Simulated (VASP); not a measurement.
Here is a VASP 6.6.1 calculation.

INCAR

```
SYSTEM = BaB
ALGO = Normal
EDIFF = 1E-6
ENCUT = 520
GGA = PE
ISIF = 2
ISMEAR = 0
LASPH = .TRUE.
LCHARG = .FALSE.
LREAL = .FALSE.
LWAVE = .FALSE.
NBANDS = 14
NELM = 80
PREC = Accurate
SIGMA = 0.05
```

The input KPOINTS:

```
k-points
0
G
  10 10 10
  0 0 0
```

File POSCAR:

```
BaB
1.0
    0.0000000000      3.0621024176      3.0621024176
    3.0621024176      0.0000000000      3.0621024176
    3.0621024176      3.0621024176      0.0000000000
Ba B
1 1
Direct
    0.5000000000      0.5000000000      0.5000000000
    0.0000000000      0.0000000000      0.0000000000
```

Potentials or basis: VASP PAW PBE potentials, release 64 (Ba_sv, B).

Command:

```console
$ cat potpaw_PBE.64/Ba_sv/POTCAR potpaw_PBE.64/B/POTCAR > POTCAR
$ mpirun -np 1 vasp_std > vasp.out
```

(1) Predict the pressure.

Answers

(1) 1.1 GPa.
